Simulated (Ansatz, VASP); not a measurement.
# Two plane-wave programs on BP2

```
CELL_PARAMETERS angstrom
3.28068 0.00000 0.00000
-1.64034 2.84116 0.00000
0.00000 0.00000 9.49341
ATOMIC_POSITIONS crystal
B 0.66667 0.33333 0.73016
B 0.33333 0.66667 0.26984
P 0.66667 0.33333 0.93908
P 0.00000 0.00000 0.66994
P 0.33333 0.66667 0.06092
P 0.00000 0.00000 0.33006
```

Alike in both runs: functional PBE; k mesh 12 × 12 × 4; occupations gaussian, width 0.1 eV; no spin polarisation.

Ansatz relaxed the structure, and its values are those at the end. VASP's run is a single point on that final structure, the one shown.

|  | VASP | Ansatz |
| --- | --- | --- |
| version | VASP 6.6.1 | Ansatz 0.2.0 |
| potentials or method | VASP PAW PBE potentials, release 64 (B, P), cutoff 520 eV | scalar-relativistic, plane waves, PAW |
| valence electrons in the cell | 26 | 26 |

```csv
,VASP,Ansatz,Ansatz less VASP
gap on the k mesh at the Fermi level (eV),none,none,-
pressure (GPa),-0.2,0.0,+0.23
rms of the force components (eV/Å),0.014,0.002,-0.0112
```

A gap of «none» marks a metal or a gap that the smearing closes.
